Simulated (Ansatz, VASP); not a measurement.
# Two plane-wave programs on Si3N4

File INCAR:

```
SYSTEM = Si3N4
ALGO = Normal ; EDIFF = 1E-7
ENCUT = 520 ; GGA = PE
ISIF = 2 ; ISMEAR = -1
LASPH = .True. ; LCHARG = .True.
LELF = .True. ; LREAL = .False.
LVHAR = .True. ; LWAVE = .False.
NBANDS = 25 ; NELM = 100
PREC = Accurate ; SIGMA = 0.05
```

The input KPOINTS:

```
k-points
0
Gamma
  7 7 7
  0 0 0
```

File POSCAR:

```
Si3N4
1.0
    4.1030558089      0.0000000000      0.0000000000
    0.0000000000      4.1030558089      0.0000000000
    0.0000000000      0.0000000000      4.1030558089
Si N
3 4
Direct
    0.0000000000      0.0000000000      0.5000000000
    0.5000000000      0.0000000000      0.0000000000
    0.0000000000      0.5000000000      0.0000000000
    0.2395200000      0.2395200000      0.7604800000
    0.7604800000      0.7604800000      0.7604800000
    0.2395200000      0.7604800000      0.2395200000
    0.7604800000      0.2395200000      0.2395200000
```

File input.yaml:

```yaml
crystal:
  lattice:
    - [4.1030558089, 0.0, 0.0]
    - [0.0, 4.1030558089, 0.0]
    - [0.0, 0.0, 4.1030558089]
  atoms:
    - { symbol: Si, position: [0.0, 0.0, 0.5] }
    - { symbol: Si, position: [0.5, 0.0, 0.0] }
    - { symbol: Si, position: [0.0, 0.5, 0.0] }
    - { symbol: "N", position: [0.23952, 0.23952, 0.76048] }
    - { symbol: "N", position: [0.76048, 0.76048, 0.76048] }
    - { symbol: "N", position: [0.23952, 0.76048, 0.23952] }
    - { symbol: "N", position: [0.76048, 0.23952, 0.23952] }
hamiltonian:
  xc: pbe
  pseudopotentials: { kind: paw }
kpoints:
  mp_grid: { grid: [7, 7, 7] }
scf:
  occupations: { method: fermi_dirac, width: 0.05 }
output:
  forces: true
  stress: true
  eigenvalues: true
```

Alike in both runs: task single point; functional PBE; k mesh 7 × 7 × 7; occupations fermi-dirac, width 0.05 eV; no spin polarisation.

```csv
,VASP,Ansatz
version,VASP 6.6.1,Ansatz 0.2.0
potentials or method,"VASP PAW PBE potentials, release 64 (Si, N)",Ansatz PAW
plane-wave cutoff (eV),520,420
valence electrons in the cell,32,32
```

```tsv
	VASP	Ansatz	Ansatz less VASP
gap on the k mesh at the Fermi level (eV)	2.76	2.77	+0.010
least direct gap on the mesh (eV)	2.95	2.96	+0.011
pressure (GPa)	4.8	5.1	+0.24
rms of the force components (eV/Å)	0.070	0.079	+0.0083
```

Atom by atom the forces differ by 0.008 eV/Å (rms over components).

Noted on Ansatz's run: odd divisions of the mesh miss points on the zone boundary, where band edges often lie, so the gap on the mesh can be too wide.
